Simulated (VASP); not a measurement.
A run of VASP 6.6.1 is set up as follows.

File INCAR:

```
  ALGO = Normal
  EDIFF = 1E-8
  ENCUT = 520
  GGA = PE
  ISIF = 2
  ISMEAR = -1
  LASPH = T
  LCHARG = F
  LEFG = T
  LREAL = Auto
  LWAVE = F
  NBANDS = 46
  NELM = 80
  PREC = Accurate
  SIGMA = 0.02
```

Contents of KPOINTS:

```
k-points
0
Gamma
  10 10 2
```

Contents of POSCAR:

```
SiC
1.0
    3.0373867908      0.0000000000      0.0000000000
   -1.5186933954      2.6304541219      0.0000000000
    0.0000000000      0.0000000000     19.8737233798
Si C
8 8
Direct
    0.3333333333      0.6666666667      0.2501057640
    0.6666666667      0.3333333333      0.7501057640
    0.3333333333      0.6666666667      0.6250022523
    0.6666666667      0.3333333333      0.1250022523
    0.0000000000      0.0000000000      0.0000978164
    0.0000000000      0.0000000000      0.5000978164
    0.3333333333      0.6666666667      0.8751755882
    0.6666666667      0.3333333333      0.3751755882
    0.3333333333      0.6666666667      0.9689114644
    0.6666666667      0.3333333333      0.4689114644
    0.0000000000      0.0000000000      0.0938682989
    0.0000000000      0.0000000000      0.5938682989
    0.3333333333      0.6666666667      0.3441204739
    0.6666666667      0.3333333333      0.8441204739
    0.3333333333      0.6666666667      0.7187183419
    0.6666666667      0.3333333333      0.2187183419
```

Potentials or basis: VASP PAW PBE potentials, release 64 (Si, C).

The run is started by

```sh
$ cat potpaw_PBE.64/Si/POTCAR potpaw_PBE.64/C/POTCAR > POTCAR
$ mpirun -np 1 vasp_std > vasp.out
```

**Question.** Predict the band gap on the k mesh.

**Answer.** 1.75 eV (least direct gap 2.85 eV).

**Question.** Estimate the pressure.

**Answer.** 13.3 GPa.

**Question.** What does it give for the largest force?

**Answer.** 0.029 eV/Å.

Forces in eV/Å, atoms in the order of the input:
```
Si   0.000  0.000  0.022
Si   0.000  0.000  0.022
Si   0.000  0.000 -0.003
Si   0.000  0.000 -0.003
Si   0.000  0.000  0.010
Si   0.000  0.000  0.010
Si   0.000  0.000  0.009
Si   0.000  0.000  0.009
C    0.000  0.000 -0.001
C    0.000  0.000 -0.001
C    0.000  0.000 -0.029
C    0.000  0.000 -0.029
C    0.000  0.000 -0.017
C    0.000  0.000 -0.017
C    0.000  0.000  0.008
C    0.000  0.000  0.008
```

Caveat: the cell stands under pressure; without QUAD_EFG the Cq values of the log hold for a quadrupole moment of 1 mb, not for the nuclei. A k mesh can miss the band edges.
